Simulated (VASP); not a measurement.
Set up this calculation in VASP 6.6.1, as the native input.

- Task: relaxation of cell and atoms
- Functional: PBE
- Potentials or basis: VASP PAW PBE potentials, release 64 (Be, Tl_d)
- Cutoff: 600 eV
- k mesh: 4 × 4 × 4
- Occupations: gaussian, width 0.1 eV
- Spin: no spin polarisation
- Dipole correction: no
- Further INCAR settings: ALGO = Fast; EDIFF = 1e-06; IBRION = 2; EDIFFG = -0.04; NSW = 90; ISIF = 3

The structure of Be6Tl lies in POSCAR:

```
Be6Tl
1.0
    4.1473712600      0.0000000000      0.0000000000
    0.0000000000      4.1473712600      0.0000000000
    0.0000000000      0.0000000000      4.1473712600
Be Tl
6 1
Direct
    0.2070000000      0.5000000000      0.5000000000
    0.5000000000      0.2070000000      0.5000000000
    0.7930000000      0.5000000000      0.5000000000
    0.5000000000      0.7930000000      0.5000000000
    0.5000000000      0.5000000000      0.2070000000
    0.5000000000      0.5000000000      0.7930000000
    0.0000000000      0.0000000000      0.0000000000
```

The cell was generated, and may not be a known phase.

One way to write it, as run:

INCAR

```
SYSTEM = Be6Tl
  PREC = Accurate
  ENCUT = 600
  EDIFF = 1E-6
  ISMEAR = 0
  SIGMA = 0.1
  LREAL = .FALSE.
  LASPH = .TRUE.
  NELM = 60
  ALGO = Fast
  ISIF = 3
  LWAVE = .FALSE.
  LCHARG = .FALSE.
  GGA = PE
  IBRION = 2
  NSW = 90
  EDIFFG = -0.04
```

KPOINTS

```
Automatic mesh
0
G
  4 4 4
  0 0 0
```

Potentials or basis: VASP PAW PBE potentials, release 64 (Be, Tl_d).

Launch:

```console
$ cat potpaw_PBE.64/Be/POTCAR potpaw_PBE.64/Tl_d/POTCAR > POTCAR
$ mpirun -np 1 vasp_std > vasp.out
```

Results of the run:

```json
{"Relaxed volume": "18.58 Å³/atom", "Relaxed cell": "a = 5.066 Å, b = 5.066 Å, c = 5.066 Å, α = 90.00°, β = 90.00°, γ = 90.00°", "Space group after relaxing (to 0.1 Å)": "Pm-3m (No. 221)", "Energy gained by relaxing": "1041.0 meV/atom", "Ionic steps": "5", "Pressure after relaxing": "0.1 GPa", "Largest force after relaxing": "0.034 eV/Å", "Band gap on the k mesh": "zero (an odd number of electrons rules out a gap without spin polarisation)"}
```

Caveat: the k points lie up to 0.31 Å⁻¹ apart in the final cell, too coarse for converged energies and pressures of a metal; the volume moved by over 15 % at a fixed basis, so the end points are rough; spin-orbit coupling is left out, which moves the levels of the heavy elements.

Wall time 37 s on 1 thread of Intel(R) Xeon(R) Platinum 8559C (Emerald Rapids), with other jobs on the host, peak memory 0.21 GiB.
